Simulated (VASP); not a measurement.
# Te2Mo in VASP: further runs

The runs below take Te2Mo through single point, with r2SCAN.

All numbers are computed with VASP 6.6.1; they aren't measurements. Logs are shortened: lines on timing, memory, paths and dates and some standing lists are left out, and cuts for length are marked.

**1. The cell of the first run**

The cell holds a slab with vacuum, 3 atoms: a = 3.560 Å, b = 3.560 Å, c = 17.524 Å, α = 90.00°, β = 90.00°, γ = 120.00°.

**2. Single point, r2SCAN**

File POSCAR:

```
Te2Mo
1.0
    3.5602328140      0.0000000000      0.0000000000
   -1.7801164070      3.0832520603      0.0000000000
    0.0000000000      0.0000000000     17.5240578200
Te Mo
2 1
Direct
    0.3211038110      0.6422076221      0.9016029872
    0.3211038110      0.6422076221      0.1058920872
    0.0000000000      0.0000000000      0.0000000000
```

File INCAR.step1:

```
SYSTEM = Te2Mo
PREC = Accurate ; ENCUT = 520
ISMEAR = 0 ; SIGMA = 0.05
LREAL = .False. ; LASPH = .True.
NELM = 80 ; NBANDS = 20
GGA = PE ; ALGO = Normal
EDIFF = 1E-4 ; LWAVE = .True.
LCHARG = .False.
```

File INCAR.step2:

```
SYSTEM = Te2Mo
PREC = Accurate ; ENCUT = 520
EDIFF = 1E-6 ; ISMEAR = 0
SIGMA = 0.05 ; LREAL = .False.
LASPH = .True. ; NELM = 80
ALGO = Normal ; ISIF = 2
LWAVE = .False. ; LCHARG = .False.
METAGGA = R2SCAN ; LMIXTAU = .True.
NBANDS = 20 ; ISTART = 1
```

File KPOINTS:

```
Automatic mesh
0
Gamma
  12 12 2
  0 0 0
```

Potentials or basis: VASP PAW PBE potentials, release 64 (Te, Mo_sv).

Command:

```bash
$ cat potpaw_PBE.64/Te/POTCAR potpaw_PBE.64/Mo_sv/POTCAR > POTCAR
$ cp INCAR.step1 INCAR
$ mpirun -np 1 vasp_std > vasp.out
$ cp INCAR.step2 INCAR
$ mpirun -np 1 vasp_std > vasp.out
```

OUTCAR:

```text
SYSTEM = Te2Mo
   PREC = Accurate
   ENCUT = 520
   EDIFF = 1E-6
   ISMEAR = 0
   LREAL = .False.
   LASPH = .True.
   NELM = 80
   ISIF = 2
   METAGGA = R2SCAN
   ISTART = 1

 ion  position               nearest neighbor table
   1  0.321  0.642  0.902-   3 2.63   3 2.71   3 2.71   2 3.58
   2  0.321  0.642  0.106-   3 2.71   3 2.80   3 2.80   1 3.58
   3  0.000  0.000  0.000-   1 2.63   1 2.71   1 2.71   2 2.71   2 2.80   2 2.80

  LATTYP: Found a hexagonal cell.
 ALAT       =     3.5602328140
 C/A-ratio  =     4.9221662558

  Lattice vectors:

 A1 = (   3.5602328140,   0.0000000000,   0.0000000000)
 A2 = (  -1.7801164070,   3.0832520603,   0.0000000000)
 A3 = (   0.0000000000,   0.0000000000,  17.5240578200)

Analysis of symmetry for initial positions (statically):
=====================================================================
 Subroutine PRICEL returns:
 Original cell was already a primitive cell.

 Routine SETGRP: Setting up the symmetry group for a
 hexagonal supercell.

 Subroutine GETGRP returns: Found  2 space group operations
 (whereof  2 operations were pure point group operations)
 out of a pool of 24 trial point group operations.

The static configuration has the point symmetry C_1h.

Analysis of symmetry for dynamics (positions and initial velocities):
=====================================================================
 Subroutine PRICEL returns:
 Original cell was already a primitive cell.

 Routine SETGRP: Setting up the symmetry group for a
 hexagonal supercell.

 Subroutine GETGRP returns: Found  2 space group operations
 (whereof  2 operations were pure point group operations)
 out of a pool of 24 trial point group operations.

The dynamic configuration has the point symmetry C_1h.

 Subroutine INISYM returns: Found  2 space group operations
 (whereof  2 operations are pure point group operations),
 and found     1 'primitive' translations

----------------------------------------------------------------------------------------

                                     Primitive cell

  volume of cell :     192.3633

  direct lattice vectors                    reciprocal lattice vectors
     3.560232814  0.000000000  0.000000000     0.280880508  0.162166437  0.000000000
    -1.780116407  3.083252060  0.000000000     0.000000000  0.324332873  0.000000000
     0.000000000  0.000000000 17.524057820     0.000000000  0.000000000  0.057064409

  length of vectors
     3.560232814  3.560232814 17.524057820     0.324332873  0.324332873  0.057064409

  position of ions in fractional coordinates (direct lattice)
     0.321103811  0.642207622  0.901602987
     0.321103811  0.642207622  0.105892087
     0.000000000  0.000000000  0.000000000

  ion indices of the primitive-cell ions
   primitive index   ion index
                 1           1
                 2           2
                 3           3

----------------------------------------------------------------------------------------

 KPOINTS: Automatic mesh

Automatic generation of k-mesh.
 Grid dimensions read from file:
 generate k-points for:   12   12    2

 Generating k-lattice:

  Cartesian coordinates                     Fractional coordinates (reciprocal lattice)
     0.023406709  0.013513870  0.000000000     0.083333333  0.000000000  0.000000000
     0.000000000  0.027027739  0.000000000     0.000000000  0.083333333  0.000000000
     0.000000000  0.000000000  0.028532204     0.000000000  0.000000000  0.500000000

  Length of vectors
     0.027027739  0.027027739  0.028532204

  Shift w.r.t. Gamma in fractional coordinates (k-lattice)
     0.000000000  0.000000000  0.000000000

 Subroutine IBZKPT returns following result:
 ===========================================

 Found     86 irreducible k-points:

 Following reciprocal coordinates:
            Coordinates               Weight
  0.000000  0.000000  0.000000      1.000000
  0.083333  0.000000  0.000000      4.000000
  0.000000  0.083333  0.000000      2.000000
  0.166667  0.000000  0.000000      4.000000
  0.000000  0.166667  0.000000      2.000000
  0.250000  0.000000  0.000000      4.000000
[... 16 lines left out ...]
 -0.083333  0.416667  0.000000      4.000000
 -0.416667  0.333333  0.000000      4.000000
 [... further k-points ...]
   k-points           NKPTS =     86   k-points in BZ     NKDIM =     86   number of bands    NBANDS=     20
   number of dos      NEDOS =    301   number of ions     NIONS =      3
   total plane-waves  NPLWV = 109760
   dimension x,y,z NGX =    28 NGY =   28 NGZ =  140
   dimension x,y,z NGXF=    56 NGYF=   56 NGZF=  280
   ions per type =               2   1
   NGX,Y,Z   is equivalent  to a cutoff of  13.07, 13.07, 13.28 a.u.
   NGXF,Y,Z  is equivalent  to a cutoff of  26.15, 26.15, 26.56 a.u.
 SYSTEM =  Te2Mo
   PREC   = accura    normal or accurate (medium, high low for compatibility)
   ISTART =      1    job   : 0-new  1-cont  2-samecut
   ICHARG =      0    charge: 1-file 2-atom 10-const
   ISPIN  =      1    spin polarized calculation?
   LNONCOLLINEAR =      F non collinear calculations
   LSORBIT =      F    spin-orbit coupling
   LASPH  =      T    aspherical Exc in radial PAW
   ENCUT  =  520.0 eV  38.22 Ry    6.18 a.u.   6.62  6.62 32.58*2*pi/ulx,y,z
   NELM   =     80;   NELMIN=  2; NELMDL=  0     # of ELM steps
   EDIFF  = 0.1E-05   stopping-criterion for ELM
   LREAL  =      F    real-space projection
   EDIFFG = 0.1E-04   stopping-criterion for IOM
   NSW    =      0    number of steps for IOM
   IBRION =     -1    ionic relax: 0-MD 1-quasi-New 2-CG
   NFREE  =      0    steps in history (QN), initial steepest desc. (CG)
   ISIF   =      2    stress and relaxation
   ISYM   =      2    0-nonsym 1-usesym 2-fastsym
   POTIM  = 0.5000    time-step for ionic-motion
   TEBEG  =    0.0;   TEEND  =   0.0 temperature during run
   PSTRESS=    0.0 pullay stress
   NELECT =      26.0000    total number of electrons
   NUPDOWN=      -1.0000    fix difference up-down
   EMIN   =  10.00;   EMAX   =-10.00  energy-range for DOS
   EFERMI =   0.00;   METHOD = LEGACY
   ISMEAR =     0;   SIGMA  =   0.05  broadening in eV -4-tet -1-fermi 0-gaus
   EFERMI_NEDOS =   21; number of points for ismear=-14 and -15
   IALGO  =     38    algorithm
   IMIX   =      4    mixing-type and parameters
     AMIX     =   0.40;   BMIX     =  1.00
     AMIX_MAG =   1.60;   BMIX_MAG =  1.00
  volume/ion in A,a.u.               =      64.12       432.71
  Fermi-wavevector in a.u.,A,eV,Ry     =   0.840153  1.587660  9.603777  0.705858
  Thomas-Fermi vector in A             =   1.954489
   LORBIT       =      0    0 simple, 1 ext, 2 COOP (PROOUT), +10 PAW based schemes
   METAGGA = R2SCAN    functional components
   LHFCALC =     F    Hartree Fock is set to
   AEXX    =    0.0000 exact exchange contribution
   IVDW    =     0    specifies the selected vdW correction
   LEPSILON=     F    determine dielectric tensor
   LRPA    =     F    only Hartree local field effects (RPA)
 non-spin polarized calculation
 Gauss-broadening in eV      SIGMA  =   0.05
  energy-cutoff  :      520.00
  volume of cell :      192.36
 maximum number of plane-waves:      5262
   NGX = 13   NGY = 13   NGZ = 65

 number of electron      26.0000001 magnetization

 Free energy of the ion-electron system (eV)
  ---------------------------------------------------
  ext. energy  EPLUGINS =         0.00000000
  ---------------------------------------------------
  free energy    TOTEN  =       -77.68187491 eV

  energy without entropy =      -77.68187491  energy(sigma->0) =      -77.68187491

 E-fermi :   0.3333     XC(G=0):  -4.7709

 val. band max:       -0.0297125570   @ k =   0.3333   0.3333   0.5000
 cond. band min:       1.0990157559   @ k =   0.3333   0.3333   0.0000
 fundamental gap:      1.1287283130
 Fermi energy:         0.3332790509

 k-point     1 :       0.0000    0.0000    0.0000
  band No.  band energies     occupation
      1     -62.6505      2.00000
      2     -36.0755      2.00000
      3     -35.9917      2.00000
      4     -35.9735      2.00000
      5     -13.1264      2.00000
      6     -12.0671      2.00000
[... 12 lines left out ...]
     19       5.2795      0.00000
     20       5.9673      0.00000

 k-point     2 :       0.0833    0.0000    0.0000
  band No.  band energies     occupation
      1     -62.6498      2.00000
      2     -36.0736      2.00000
      3     -35.9959      2.00000
      4     -35.9797      2.00000
      5     -13.0284      2.00000
      6     -11.9992      2.00000
[... 12 lines left out ...]
     19       5.3939      0.00000
     20       6.1306      0.00000

 k-point     3 :       0.0000    0.0833    0.0000
  band No.  band energies     occupation
      1     -62.6498      2.00000
      2     -36.0735      2.00000
      3     -36.0004      2.00000
      4     -35.9755      2.00000
      5     -13.0267      2.00000
      6     -12.0018      2.00000
[... 12 lines left out ...]
     19       5.3965      0.00000
     20       6.1303      0.00000

 k-point     4 :       0.1667    0.0000    0.0000
  band No.  band energies     occupation
      1     -62.6481      2.00000
      2     -36.0685      2.00000
      3     -36.0132      2.00000
      4     -35.9908      2.00000
      5     -12.7442      2.00000
      6     -11.8023      2.00000
[... 12 lines left out ...]
     19       5.7245      0.00000
     20       6.4318      0.00000

 k-point     5 :       0.0000    0.1667    0.0000
  band No.  band energies     occupation
      1     -62.6480      2.00000
      2     -36.0681      2.00000
      3     -36.0239      2.00000
      4     -35.9809      2.00000
      5     -12.7373      2.00000
      6     -11.8130      2.00000
[... 12 lines left out ...]
     19       5.7321      0.00000
     20       6.4398      0.00000
[... 353 lines left out ...]
      6     -11.2792      2.00000
[... 12 lines left out ...]
     19       6.5869      0.00000
     20       6.8658      0.00000

 k-point    22 :       0.3333    0.0833    0.0000
  band No.  band energies     occupation
      1     -62.6422      2.00000
      2     -36.0875      2.00000
      3     -36.0501      2.00000
      4     -36.0135      2.00000
      5     -11.4817      2.00000
      6     -10.9518      2.00000
[... 12 lines left out ...]
     19       6.7455      0.00000
     20       6.9291      0.00000

 k-point    23 :      -0.0833    0.4167    0.0000
  band No.  band energies     occupation
      1     -62.6420      2.00000
      2     -36.1002      2.00000
      3     -36.0489      2.00000
      4     -36.0034      2.00000
      5     -11.4519      2.00000
      6     -10.9951      2.00000
[... 12 lines left out ...]
     19       6.7502      0.00000
     20       6.9384      0.00000

 k-point    24 :      -0.4167    0.3333    0.0000
  band No.  band energies     occupation
      1     -62.6422      2.00000
      2     -36.0829      2.00000
      3     -36.0506      2.00000
      4     -36.0174      2.00000
      5     -11.4885      2.00000
      6     -10.9392      2.00000
[... 12 lines left out ...]
     19       6.7268      0.00000
     20       6.9574      0.00000

 [... further k-points ...]
[... 5 lines left out ...]
  --------------------------------------------------------------------------------------
  -------------------------------------------------------------------------------------
  Total       -0.2695330      0.7087961      0.3595279      0.0000000     -0.2159249      0.0000000
  in kB       -2.2449173      5.9035029      2.9944779      0.0000000     -1.7984203      0.0000000
  external PRESSURE =       2.2176878 kB  Pullay stress =       0.0000000 kB

 VOLUME and BASIS-vectors are now :
 -----------------------------------------------------------------------------
  energy-cutoff  :      520.00
  volume of cell :      192.36
      direct lattice vectors                 reciprocal lattice vectors
     3.560232814  0.000000000  0.000000000     0.280880508  0.162166437  0.000000000
    -1.780116407  3.083252060  0.000000000     0.000000000  0.324332873  0.000000000
     0.000000000  0.000000000 17.524057820     0.000000000  0.000000000  0.057064409

 POSITION                                       TOTAL-FORCE (eV/Angst)
 -----------------------------------------------------------------------------------
     -0.00000      1.98009     15.79974         0.000000      0.638365     -0.859127
     -0.00000      1.98009      1.85566        -0.000000      0.476862     -0.596162
      0.00000      0.00000      0.00000         0.000000     -1.115227      1.455289
 -----------------------------------------------------------------------------------
    total drift:                                0.000001     -0.000042      0.000105

  FREE ENERGIE OF THE ION-ELECTRON SYSTEM (eV)
  ---------------------------------------------------
  free  energy   TOTEN  =       -77.6818749116 eV

  energy  without entropy=      -77.6818749116  energy(sigma->0) =      -77.68187491
```

Run time: 37 min. Hardware: 1 thread of Oxide Virtual Turin-like, shared host; peak memory 0.55 GiB.

Results:

| Item | Value |
| --- | --- |
| Free energy | -77.6819 eV |
| Largest force | 1.833 eV/Å |
| Band gap on the k mesh | 1.13 eV, direct |

Forces on the atoms (eV/Å):
```
Te   0.000  0.638 -0.859
Te   0.000  0.477 -0.596
Mo   0.000 -1.115  1.455
```

Caveat: the cell differs from its parent crystal (all Te atoms moved +0.100 Å, as atom 1 towards its neighbour atom 3 (Mo) at 2.726 Å); the PAW data sets were made with another functional, which shifts forces and pressure a little; spin-orbit coupling is left out, which moves the levels of the heavy elements.

(Continued in part 2 of 2.)
